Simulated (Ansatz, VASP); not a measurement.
**Two plane-wave programs on C**

```
CELL_PARAMETERS angstrom
1.23329 -2.13604 0.00000
1.23329 2.13604 0.00000
0.00000 0.00000 8.52854
ATOMIC_POSITIONS crystal
C 0.08333 0.91667 0.75001
C 0.58333 0.41667 0.24999
C 0.91667 0.08333 0.24999
C 0.41667 0.58333 0.75001
```

Alike in both runs: functional PBE; k mesh 18 × 18 × 6; occupations gaussian, width 0.1 eV; no spin polarisation.

Ansatz relaxed the structure, and its values are those at the end. VASP's run is a single point on that final structure, the one shown.

|  | VASP | Ansatz |
| --- | --- | --- |
| version | VASP 6.6.1 | Ansatz 0.2.0 |
| potentials or method | VASP PAW PBE potentials, release 64 (C), cutoff 520 eV | scalar-relativistic, plane waves, PAW |
| valence electrons in the cell | 16 | 16 |

|  | VASP | Ansatz | Ansatz less VASP |
| --- | --- | --- | --- |
| gap on the k mesh at the Fermi level (eV) | none | none | - |
| pressure (GPa) | 0.4 | 0.0 | -0.35 |

A gap of «none» marks a metal or a gap that the smearing closes. The functional is the same, so the differences come from potentials, cutoffs and numerics.
